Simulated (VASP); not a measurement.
Wanted: the native input for a VASP 6.6.1 run.

- Task: single point
- Functional: LDA
- Potentials or basis: VASP PAW LDA potentials, release 64 (Y_sv, H, Se)
- Cutoff: 500 eV
- k mesh: 9 × 9 × 8
- Occupations: gaussian, width 0.01 eV
- Spin: no spin polarisation
- Dipole correction: no
- Further INCAR settings: ALGO = Normal; EDIFF = 1e-06; NBANDS = 16

The structure of YHSe lies in POSCAR:

```
YHSe
1.0
    3.5150236195      0.0000000000      0.0000000000
   -1.7575118097      3.0440997494      0.0000000000
    0.0000000000      0.0000000000      3.5684302930
Y H Se
1 1 1
Direct
    0.0000000000      0.0000000000      0.0000000000
    0.3333333333      0.6666666667      0.0000000000
    0.6666666667      0.3333333333      0.5000000000
```

These files were run (other wordings do the same):

INCAR

```
SYSTEM = YHSe
ALGO     = Normal         ! electronic algorithm
EDIFF    = 1E-6           ! SCF threshold, eV
ENCUT    = 500            ! plane-wave cutoff, eV
GGA_COMPAT= .False.      
ISIF     = 2              ! what is computed and relaxed
ISMEAR   = 0              ! smearing method
LASPH    = .True.         ! aspherical terms in the spheres
LCHARG   = .False.        ! write CHGCAR
LREAL    = .False.        ! projectors in reciprocal space
LWAVE    = .False.        ! write WAVECAR
NBANDS   = 16             ! bands
NELM     = 120            ! most SCF steps
PREC     = Accurate       ! precision mode
SIGMA    = 0.01           ! smearing width, eV
```

KPOINTS

```
k-points
0
Gamma
  9 9 8
  0 0 0
```

Potentials or basis: VASP PAW LDA potentials, release 64 (Y_sv, H, Se).

The run is started by

```bash
$ cat potpaw_LDA.64/Y_sv/POTCAR potpaw_LDA.64/H/POTCAR potpaw_LDA.64/Se/POTCAR > POTCAR
$ mpirun -np 1 vasp_std > vasp.out
```

Results of the run:

The pressure is 30.2 GPa. The band gap on the k mesh is 1.28 eV (least direct gap 1.54 eV).

Caveat: the cell stands under pressure; an odd mesh through Γ misses points on the zone boundary, where band edges can lie.

Wall time 17 s on 1 thread of Intel(R) Xeon(R) 6975P-C (Granite Rapids), with other jobs on the host, peak memory 0.18 GiB.
